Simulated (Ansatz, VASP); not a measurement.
## Two plane-wave programs on Cs

```
Cs
1.0
    10.50000    0.00000    0.00000
     0.00000   11.00000    0.00000
     0.00000    0.00000   11.50000
Cs
1
Direct
  0.50000 0.50455 0.50000
```

Alike in both runs: task single point; functional HSE06; dispersion D3(BJ); k mesh 1 × 1 × 1; occupations gaussian, width 0.005 eV; collinear spin.

|  | VASP | Ansatz |
| --- | --- | --- |
| version | VASP 6.6.1 | Ansatz 0.2.0 |
| potentials or method | VASP PAW PBE potentials, release 64 (Cs_sv) | scalar-relativistic, plane waves, PAW |
| plane-wave cutoff (eV) | 400 | 420 |
| valence electrons in the cell | 9 | 9 |

```tsv
	VASP	Ansatz	Ansatz less VASP
gap on the k mesh at the Fermi level (eV)	1.05	1.03	-0.012
net moment per atom (μB)	1.00	1.00	0.000
size of the moment on the site where the two differ most (μB)	0.01	0.89	+0.876
```

Site moments also hang on the region over which each program counts them. Ansatz's warnings: stability check not made.

Spin-orbit coupling is off throughout.
